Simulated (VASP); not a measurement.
A run of VASP 6.6.1 is set up as follows.

File POSCAR:

```
Lu
1.0
    0.0000000000      2.4284346988      2.4284346988
    2.4284346988      0.0000000000      2.4284346988
    2.4284346988      2.4284346988      0.0000000000
Lu
1
Direct
    0.0000000000      0.0000000000      0.0000000000
```

File INCAR.step1:

```
ALGO = Normal ; EDIFF = 1E-4
ENCUT = 520 ; GGA = PE
ISMEAR = 1 ; LASPH = True
LCHARG = False ; LREAL = False
LWAVE = True ; NBANDS = 18
NELM = 100 ; PREC = Accurate
SIGMA = 0.1
```

The input INCAR.step2:

```
ALGO = Normal ; EDIFF = 1E-7
ENCUT = 520 ; ISIF = 2
ISMEAR = 1 ; ISTART = 1
LASPH = True ; LCHARG = True
LELF = True ; LMIXTAU = True
LREAL = False ; LVHAR = True
LWAVE = False ; METAGGA = R2SCAN
NBANDS = 18 ; NELM = 100
PREC = Accurate ; SIGMA = 0.1
```

The input KPOINTS:

```
k-points
0
Gamma
  8 8 8
```

Potentials or basis: VASP PAW PBE potentials, release 64 (Lu).

Run with:

```console
$ cat potpaw_PBE.64/Lu/POTCAR > POTCAR
$ cp INCAR.step1 INCAR
$ mpirun -np 1 vasp_std > vasp.out
$ cp INCAR.step2 INCAR
$ mpirun -np 1 vasp_std > vasp.out
```

Task: Predict the pressure.

Result: 0.8 GPa.

Caveat: the PAW data sets were made with another functional, which shifts forces and pressure a little.
